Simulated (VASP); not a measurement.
# Ti2B (I4/mcm) in VASP: a series of runs

The runs below take Ti2B through single point, relaxation of cell and atoms, with PBE.

Program: VASP 6.6.1. These are calculated values, not measurements. Logs are shortened: lines on timing, memory, paths and dates and some standing lists are left out, and cuts for length are marked.

### Step 1. The cell of the first run

The structure is tetragonal, space group I4/mcm (No. 140). Conventional cell: a = 5.653 Å, b = 5.653 Å, c = 4.769 Å, α = 90.00°, β = 90.00°, γ = 90.00°. Ti (site symmetry m2m) has 4 B at 2.42 Å and 11 Ti at 2.65 to 3.03 Å within 3.2 Å. Within 3.1 Å of B (site symmetry 422) lie 2 B at 2.38 Å and 8 Ti at 2.42 Å.

### Step 2. Single point, PBE

File INCAR:

```
  PREC = Accurate
  ENCUT = 520
  EDIFF = 1E-6
  ISMEAR = 0
  SIGMA = 0.1
  LREAL = False
  LASPH = True
  NELM = 80
  ALGO = Fast
  ISIF = 2
  LWAVE = False
  LCHARG = False
  GGA = PE
  NBANDS = 36
```

File KPOINTS:

```
regular mesh
0
Gamma
  10 10 10
```

File POSCAR:

```
Ti2B
1.0
   -2.8263704560      2.8263704560      2.3844208191
    2.8263704560     -2.8263704560      2.3844208191
    2.8263704560      2.8263704560     -2.3844208191
Ti B
4 2
Direct
    0.6660121875      0.1660121875      0.8320243750
    0.3339878125      0.8339878125      0.1679756250
    0.8339878125      0.6660121875      0.5000000000
    0.1660121875      0.3339878125      0.5000000000
    0.7500000000      0.7500000000      0.0000000000
    0.2500000000      0.2500000000      0.0000000000
```

Potentials or basis: VASP PAW PBE potentials, release 64 (Ti_sv, B).

Started as:

```
> cat potpaw_PBE.64/Ti_sv/POTCAR potpaw_PBE.64/B/POTCAR > POTCAR
> mpirun -np 1 vasp_std > vasp.out
```

OUTCAR:

```text
PREC = Accurate
   ENCUT = 520
   EDIFF = 1E-6
   ISMEAR = 0
   LREAL = False
   LASPH = True
   NELM = 80
   ISIF = 2
   GGA = PE

 ion  position               nearest neighbor table
   1  0.666  0.166  0.832-   5 2.42   6 2.42   6 2.42   5 2.42   2 2.65   2 2.74   2 2.74
   2  0.334  0.834  0.168-   5 2.42   6 2.42   6 2.42   5 2.42   1 2.65   1 2.74   1 2.74
   3  0.834  0.666  0.500-   6 2.42   5 2.42   5 2.42   6 2.42   4 2.65   4 2.74   4 2.74
   4  0.166  0.334  0.500-   5 2.42   6 2.42   6 2.42   5 2.42   3 2.65   3 2.74   3 2.74
   5  0.750  0.750  0.000-   4 2.42   1 2.42   2 2.42   3 2.42   3 2.42   4 2.42   1 2.42   2 2.42

   6  0.250  0.250  0.000-   3 2.42   1 2.42   2 2.42   4 2.42   4 2.42   3 2.42   2 2.42   1 2.42

  LATTYP: Found a body centered tetragonal cell.
 ALAT       =     5.6527409120
 C/A-ratio  =     0.8436335067

  Lattice vectors:

 A1 = (  -2.8263704560,   2.8263704560,   2.3844208191)
 A2 = (   2.8263704560,  -2.8263704560,   2.3844208191)
 A3 = (   2.8263704560,   2.8263704560,  -2.3844208191)

Analysis of symmetry for initial positions (statically):
=====================================================================
 Subroutine PRICEL returns:
 Original cell was already a primitive cell.

 Routine SETGRP: Setting up the symmetry group for a
 body centered tetragonal supercell.

 Subroutine GETGRP returns: Found 16 space group operations
 (whereof  8 operations were pure point group operations)
 out of a pool of 16 trial point group operations.

The static configuration has the point symmetry C_4h.
 The point group associated with its full space group is D_4h.

Analysis of symmetry for dynamics (positions and initial velocities):
=====================================================================
 Subroutine PRICEL returns:
 Original cell was already a primitive cell.

 Routine SETGRP: Setting up the symmetry group for a
 body centered tetragonal supercell.

 Subroutine GETGRP returns: Found 16 space group operations
 (whereof  8 operations were pure point group operations)
 out of a pool of 16 trial point group operations.

The dynamic configuration has the point symmetry C_4h.
 The point group associated with its full space group is D_4h.

 Subroutine INISYM returns: Found 16 space group operations
 (whereof  8 operations are pure point group operations),
 and found     1 'primitive' translations

----------------------------------------------------------------------------------------

                                     Primitive cell

  volume of cell :      76.1905

  direct lattice vectors                    reciprocal lattice vectors
    -2.826370456  2.826370456  2.384420819     0.000000000  0.176905331  0.209694529
     2.826370456 -2.826370456  2.384420819     0.176905331  0.000000000  0.209694529
     2.826370456  2.826370456 -2.384420819     0.176905331  0.176905331  0.000000000

  length of vectors
     4.654267134  4.654267134  4.654267134     0.274348850  0.274348850  0.250181918

  position of ions in fractional coordinates (direct lattice)
     0.666012188  0.166012188  0.832024375
     0.333987812  0.833987812  0.167975625
     0.833987812  0.666012188  0.500000000
     0.166012188  0.333987812  0.500000000
     0.750000000  0.750000000  0.000000000
     0.250000000  0.250000000  0.000000000

  ion indices of the primitive-cell ions
   primitive index   ion index
                 1           1
                 2           2
                 3           3
                 4           4
                 5           5
                 6           6

----------------------------------------------------------------------------------------

 KPOINTS: regular mesh

Automatic generation of k-mesh.
 Grid dimensions read from file:
 generate k-points for:   10   10   10

 Generating k-lattice:

  Cartesian coordinates                     Fractional coordinates (reciprocal lattice)
     0.000000000  0.017690533  0.020969453     0.100000000  0.000000000 -0.000000000
     0.017690533  0.000000000  0.020969453     0.000000000  0.100000000 -0.000000000
     0.017690533  0.017690533  0.000000000     0.000000000  0.000000000  0.100000000

  Length of vectors
     0.027434885  0.027434885  0.025018192

  Shift w.r.t. Gamma in fractional coordinates (k-lattice)
     0.000000000  0.000000000  0.000000000

 Subroutine IBZKPT returns following result:
 ===========================================

 Found    102 irreducible k-points:

 Following reciprocal coordinates:
            Coordinates               Weight
  0.000000  0.000000  0.000000      1.000000
  0.100000 -0.000000  0.000000      8.000000
  0.200000 -0.000000  0.000000      8.000000
  0.300000  0.000000  0.000000      8.000000
  0.400000  0.000000  0.000000      8.000000
  0.500000 -0.000000  0.000000      4.000000
[... 16 lines left out ...]
  0.300000  0.300000  0.000000      8.000000
  0.400000  0.300000  0.000000     16.000000
 [... further k-points ...]
   k-points           NKPTS =    102   k-points in BZ     NKDIM =    102   number of bands    NBANDS=     36
   number of dos      NEDOS =    301   number of ions     NIONS =      6
   total plane-waves  NPLWV =  46656
   dimension x,y,z NGX =    36 NGY =   36 NGZ =   36
   dimension x,y,z NGXF=    72 NGYF=   72 NGZF=   72
   ions per type =               4   2
   NGX,Y,Z   is equivalent  to a cutoff of  12.86, 12.86, 12.86 a.u.
   NGXF,Y,Z  is equivalent  to a cutoff of  25.72, 25.72, 25.72 a.u.
 SYSTEM =  unknown system
   PREC   = accura    normal or accurate (medium, high low for compatibility)
   ISTART =      0    job   : 0-new  1-cont  2-samecut
   ICHARG =      2    charge: 1-file 2-atom 10-const
   ISPIN  =      1    spin polarized calculation?
   LNONCOLLINEAR =      F non collinear calculations
   LSORBIT =      F    spin-orbit coupling
   LASPH  =      T    aspherical Exc in radial PAW
   ENCUT  =  520.0 eV  38.22 Ry    6.18 a.u.   8.65  8.65  8.65*2*pi/ulx,y,z
   NELM   =     80;   NELMIN=  2; NELMDL= -5     # of ELM steps
   EDIFF  = 0.1E-05   stopping-criterion for ELM
   LREAL  =      F    real-space projection
   EDIFFG = 0.1E-04   stopping-criterion for IOM
   NSW    =      0    number of steps for IOM
   IBRION =     -1    ionic relax: 0-MD 1-quasi-New 2-CG
   NFREE  =      0    steps in history (QN), initial steepest desc. (CG)
   ISIF   =      2    stress and relaxation
   ISYM   =      2    0-nonsym 1-usesym 2-fastsym
   POTIM  = 0.5000    time-step for ionic-motion
   TEBEG  =    0.0;   TEEND  =   0.0 temperature during run
   PSTRESS=    0.0 pullay stress
   NELECT =      54.0000    total number of electrons
   NUPDOWN=      -1.0000    fix difference up-down
   EMIN   =  10.00;   EMAX   =-10.00  energy-range for DOS
   EFERMI =   0.00;   METHOD = LEGACY
   ISMEAR =     0;   SIGMA  =   0.10  broadening in eV -4-tet -1-fermi 0-gaus
   EFERMI_NEDOS =   21; number of points for ismear=-14 and -15
   IALGO  =     68    algorithm
   IMIX   =      4    mixing-type and parameters
     AMIX     =   0.40;   BMIX     =  1.00
     AMIX_MAG =   1.60;   BMIX_MAG =  1.00
  volume/ion in A,a.u.               =      12.70        85.69
  Fermi-wavevector in a.u.,A,eV,Ry     =   1.459618  2.758277 28.986984  2.130483
  Thomas-Fermi vector in A             =   2.576164
   LORBIT       =      0    0 simple, 1 ext, 2 COOP (PROOUT), +10 PAW based schemes
   GGA     = PE    functional components
   LHFCALC =     F    Hartree Fock is set to
   AEXX    =    0.0000 exact exchange contribution
   IVDW    =     0    specifies the selected vdW correction
   LEPSILON=     F    determine dielectric tensor
   LRPA    =     F    only Hartree local field effects (RPA)
 non-spin polarized calculation
 RMM-DIIS sequential band-by-band and
 Gauss-broadening in eV      SIGMA  =   0.10
  energy-cutoff  :      520.00
  volume of cell :       76.19
 maximum number of plane-waves:      2089
   NGX = 17   NGY = 17   NGZ = 17

 number of electron      53.9999989 magnetization

 Free energy of the ion-electron system (eV)
  ---------------------------------------------------
  ext. energy  EPLUGINS =         0.00000000
  ---------------------------------------------------
  free energy    TOTEN  =       -47.16360591 eV

  energy without entropy =      -47.13413994  energy(sigma->0) =      -47.14887292

 E-fermi :   8.3717     XC(G=0): -12.0995

 val. band max:        8.3658556948   @ k =  -0.4000   0.4000   0.2000
 cond. band min:       8.3753965666   @ k =   0.4000   0.1000   0.1000
 fundamental gap:      0.0095408718
 Fermi energy:         8.3717259406

 k-point     1 :       0.0000    0.0000    0.0000
  band No.  band energies     occupation
      1     -47.8280      2.00000
      2     -47.7161      2.00000
      3     -47.6345      2.00000
      4     -47.6345      2.00000
      5     -24.3023      2.00000
      6     -24.1697      2.00000
[... 28 lines left out ...]
     35      11.7647      0.00000
     36      11.7647      0.00000

 k-point     2 :       0.1000   -0.0000    0.0000
  band No.  band energies     occupation
      1     -47.8229      2.00000
      2     -47.7157      2.00000
      3     -47.6377      2.00000
      4     -47.6369      2.00000
      5     -24.3112      2.00000
      6     -24.2001      2.00000
[... 28 lines left out ...]
     35      11.7239      0.00000
     36      11.9822      0.00000

 k-point     3 :       0.2000   -0.0000    0.0000
  band No.  band energies     occupation
      1     -47.8085      2.00000
      2     -47.7144      2.00000
      3     -47.6471      2.00000
      4     -47.6436      2.00000
      5     -24.3299      2.00000
      6     -24.2493      2.00000
[... 28 lines left out ...]
     35      11.6485      0.00000
     36      11.8567      0.00000
[... 742 lines left out ...]
 k-point    23 :       0.3000    0.3000    0.0000
  band No.  band energies     occupation
      1     -47.7377      2.00000
      2     -47.7235      2.00000
      3     -47.6882      2.00000
      4     -47.6653      2.00000
      5     -24.3696      2.00000
      6     -24.2295      2.00000
[... 28 lines left out ...]
     35      11.5612      0.00000
     36      11.7843      0.00000

 k-point    24 :       0.4000    0.3000    0.0000
  band No.  band energies     occupation
      1     -47.7537      2.00000
      2     -47.7104      2.00000
      3     -47.6953      2.00000
      4     -47.6551      2.00000
      5     -24.3495      2.00000
      6     -24.2185      2.00000
[... 28 lines left out ...]
     35      11.7285      0.00000
     36      11.8116      0.00000

 [... further k-points ...]

------------------------ aborting loop because EDIFF is reached ----------------------------------------

  FORCE on cell =-STRESS in cart. coord.  units (eV):
  Direction    XX          YY          ZZ          XY          YZ          ZX
  --------------------------------------------------------------------------------------
  -------------------------------------------------------------------------------------
  Total       -0.0967249     -0.0967249     -0.1525375      0.0000000      0.0000000      0.0000000
  in kB       -2.0339859     -2.0339859     -3.2076447      0.0000000      0.0000000      0.0000000
  external PRESSURE =      -2.4252055 kB  Pullay stress =       0.0000000 kB

 VOLUME and BASIS-vectors are now :
 -----------------------------------------------------------------------------
  energy-cutoff  :      520.00
  volume of cell :       76.19
      direct lattice vectors                 reciprocal lattice vectors
    -2.826370456  2.826370456  2.384420819     0.000000000  0.176905331  0.209694529
     2.826370456 -2.826370456  2.384420819     0.176905331  0.000000000  0.209694529
     2.826370456  2.826370456 -2.384420819     0.176905331  0.176905331  0.000000000

 POSITION                                       TOTAL-FORCE (eV/Angst)
 -----------------------------------------------------------------------------------
      0.93842      3.76479     -0.00000         0.001595      0.001595     -0.000000
      1.88795     -0.93842      2.38442        -0.001595     -0.001595      0.000000
      0.93842      1.88795      2.38442         0.001595     -0.001595     -0.000000
      1.88795      0.93842      0.00000        -0.001595      0.001595      0.000000
      0.00000      0.00000      3.57663         0.000000     -0.000000      0.000000
      0.00000      0.00000      1.19221         0.000000     -0.000000      0.000000
 -----------------------------------------------------------------------------------
    total drift:                                0.000000     -0.000000      0.000000

  FREE ENERGIE OF THE ION-ELECTRON SYSTEM (eV)
  ---------------------------------------------------
  free  energy   TOTEN  =       -47.1636059090 eV

  energy  without entropy=      -47.1341399366  energy(sigma->0) =      -47.14887292
```

Wall time 14 min (1 thread of AMD EPYC 9R45 (Zen 5), shared host); peak memory 0.33 GiB.

What came out:

* Free energy: -47.1636 eV
* Pressure: -0.2 GPa
* Band gap on the k mesh: zero (bands 27 and 28 overlap by 0.90 eV)

Forces on the atoms (eV/Å):
```
Ti   0.002  0.002  0.000
Ti  -0.002 -0.002  0.000
Ti   0.002 -0.002  0.000
Ti  -0.002  0.002  0.000
B    0.000  0.000  0.000
B    0.000  0.000  0.000
```

### Step 3. Relaxation of cell and atoms, PBE

This run uses another cell than the first one, of 12.64 Å³/atom.

File INCAR:

```
ALGO     = Fast           # electronic algorithm
EDIFF    = 1E-6           # SCF threshold, eV
EDIFFG   = -0.01          # ionic threshold
ENCUT    = 600            # plane-wave cutoff, eV
GGA      = PE             # functional
IBRION   = 2              # ionic algorithm
ISIF     = 3              # what is computed and relaxed
ISMEAR   = 0              # smearing method
LASPH    = T              # aspherical terms in the spheres
LCHARG   = F              # write CHGCAR
LREAL    = F              # projectors in reciprocal space
LWAVE    = F              # write WAVECAR
NELM     = 80             # most SCF steps
NSW      = 100            # ionic steps
PREC     = Accurate       # precision mode
SIGMA    = 0.1            # smearing width, eV
```

File KPOINTS:

```
k-points
0
Gamma
  10 10 10
```

File POSCAR:

```
Ti2B
1.0
   -2.8290690000      2.8290690000      2.3682650000
    2.8290690000     -2.8290690000      2.3682650000
    2.8290690000      2.8290690000     -2.3682650000
Ti B
4 2
Direct
    0.6644000000      0.1644000000      0.8288000000
    0.3356000000      0.8356000000      0.1712000000
    0.8356000000      0.6644000000      0.5000000000
    0.1644000000      0.3356000000      0.5000000000
    0.7500000000      0.7500000000      0.0000000000
    0.2500000000      0.2500000000      0.0000000000
```

Potentials or basis: VASP PAW PBE potentials, release 64 (Ti_sv, B).

Started as:

```
> cat potpaw_PBE.64/Ti_sv/POTCAR potpaw_PBE.64/B/POTCAR > POTCAR
> mpirun -np 1 vasp_std > vasp.out
```

OUTCAR:

```text
EDIFF = 1E-6
   EDIFFG = -0.01
   ENCUT = 600
   GGA = PE
   IBRION = 2
   ISIF = 3
   ISMEAR = 0
   LASPH = T
   LREAL = F
   NELM = 80
   NSW = 100
   PREC = Accurate

 ion  position               nearest neighbor table
   1  0.664  0.164  0.829-   6 2.42   5 2.42   5 2.42   6 2.42   2 2.63   2 2.74   2 2.74
   2  0.336  0.836  0.171-   5 2.42   6 2.42   6 2.42   5 2.42   1 2.63   1 2.74   1 2.74
   3  0.836  0.664  0.500-   6 2.42   5 2.42   5 2.42   6 2.42   4 2.63   4 2.74   4 2.74
   4  0.164  0.336  0.500-   5 2.42   6 2.42   6 2.42   5 2.42   3 2.63   3 2.74   3 2.74
   5  0.750  0.750  0.000-   2 2.42   4 2.42   1 2.42   2 2.42   3 2.42   3 2.42   1 2.42   4 2.42

   6  0.250  0.250  0.000-   3 2.42   2 2.42   1 2.42   2 2.42   4 2.42   4 2.42   3 2.42   1 2.42

  LATTYP: Found a body centered tetragonal cell.
 ALAT       =     5.6581380000
 C/A-ratio  =     0.8371181473

  Lattice vectors:

[... 398 lines left out ...]

  energy without entropy =      -47.13471237  energy(sigma->0) =      -47.14942746

 E-fermi :   8.3797     XC(G=0): -12.1037

 val. band max:        8.3741216823   @ k =  -0.4000   0.4000   0.2000
 cond. band min:       8.3831837104   @ k =   0.4000   0.1000   0.1000
 fundamental gap:      0.0090620281
 Fermi energy:         8.3797238812

 k-point     1 :       0.0000    0.0000    0.0000
  band No.  band energies     occupation
      1     -47.8175      2.00000
      2     -47.7052      2.00000
      3     -47.6232      2.00000
      4     -47.6232      2.00000
      5     -24.2925      2.00000
      6     -24.1601      2.00000
[... 829 lines left out ...]
     31      10.4671      0.00000
     32      10.9036      0.00000

 [... further k-points ...]

------------------------ aborting loop because EDIFF is reached ----------------------------------------

  FORCE on cell =-STRESS in cart. coord.  units (eV):
  Direction    XX          YY          ZZ          XY          YZ          ZX
  --------------------------------------------------------------------------------------
  -------------------------------------------------------------------------------------
  Total        0.0158828      0.0158828      0.0074137      0.0000000     -0.0000000      0.0000000
  in kB        0.3342907      0.3342907      0.1560400      0.0000000     -0.0000000      0.0000000
  external PRESSURE =       0.2748738 kB  Pullay stress =       0.0000000 kB
[... 21 lines left out ...]
  FREE ENERGIE OF THE ION-ELECTRON SYSTEM (eV)
  ---------------------------------------------------
  free  energy   TOTEN  =       -47.1641425387 eV

  energy  without entropy=      -47.1347123733  energy(sigma->0) =      -47.14942746

 reached required accuracy - stopping structural energy minimisation
```

CONTCAR:

```text
Ti2B
   1.00000000000000
    -2.8260298753346227    2.8260298753346227    2.3828625135587358
     2.8260298753346227   -2.8260298753346227    2.3828625135587358
     2.8260298753346227    2.8260298753346227   -2.3828625135587358
  Ti              B
     4     2
Direct
     0.6660009029560600    0.1660009029560598    0.8320018059121196
     0.3339990970439402    0.8339990970439400    0.1679981940878803
     0.8339990970439400    0.6660009029560600    0.5000000000000000
     0.1660009029560598    0.3339990970439402    0.5000000000000000
     0.7500000000000000    0.7500000000000000    0.0000000000000000
     0.2500000000000000    0.2500000000000000    0.0000000000000000

  0.00000000E+00  0.00000000E+00  0.00000000E+00
  0.00000000E+00  0.00000000E+00  0.00000000E+00
  0.00000000E+00  0.00000000E+00  0.00000000E+00
  0.00000000E+00  0.00000000E+00  0.00000000E+00
  0.00000000E+00  0.00000000E+00  0.00000000E+00
  0.00000000E+00  0.00000000E+00  0.00000000E+00
```

Wall time 44 min (1 thread of AMD EPYC 9R45 (Zen 5), shared host); peak memory 0.4 GiB.

What came out:

| Property | Result |
| --- | --- |
| Free energy | -47.1641 eV |
| Relaxed volume | 12.69 Å³/atom |
| Relaxed cell | a = 4.653 Å, b = 4.653 Å, c = 4.653 Å, α = 105.20°, β = 105.20°, γ = 118.39° |
| Space group after relaxing (to 0.1 Å) | I4/mcm (No. 140) |
| Energy gained by relaxing | 0.9 meV/atom |
| Ionic steps | 6 |
| Pressure after relaxing | 0.0 GPa |
| Band gap on the k mesh | zero (bands 27 and 28 overlap by 0.90 eV) |

The path:
| step | energy change (eV) | largest force (eV/Å) | pressure (GPa) | volume (Å³) |
| --- | --- | --- | --- | --- |
| 1 | 0.0000 | 0.1337 | 0.40 | 75.82 |
| 2 | -0.0040 | 0.0722 | -0.21 | 76.17 |
| 3 | -0.0045 | 0.0445 | -0.50 | 76.33 |
| 4 | -0.0048 | 0.0160 | 0.40 | 75.95 |
| 5 | -0.0051 | 0.0100 | 0.05 | 76.10 |
| 6 | -0.0051 | 0.0011 | 0.03 | 76.12 |

Final structure:
```
CELL_PARAMETERS angstrom
-2.82603 2.82603 2.38286
2.82603 -2.82603 2.38286
2.82603 2.82603 -2.38286
ATOMIC_POSITIONS crystal
Ti 0.66600 0.16600 0.83200
Ti 0.33400 0.83400 0.16800
Ti 0.83400 0.66600 0.50000
Ti 0.16600 0.33400 0.50000
B 0.75000 0.75000 0.00000
B 0.25000 0.25000 0.00000
```

Levels at points of the mesh, in eV from the Fermi level:
| k point | band 24 | band 25 | band 26 | band 27 | band 28 | band 29 | band 30 | band 31 |
| --- | --- | --- | --- | --- | --- | --- | --- | --- |
| (0.00, 0.00, 0.00) | -0.82 | -0.82 | -0.77 | -0.77 | 0.02 | 1.25 | 1.61 | 1.84 |
| (0.50, 0.00, 0.00) | -0.47 | -0.36 | -0.36 | -0.03 | -0.03 | 0.52 | 0.52 | 2.20 |
| (0.50, 0.50, 0.00) | -1.18 | -0.93 | -0.80 | -0.36 | 0.13 | 1.38 | 1.63 | 1.73 |
| (0.50, 0.50, 0.50) | -1.05 | -0.61 | 0.01 | 0.68 | 0.69 | 0.92 | 0.92 | 1.57 |
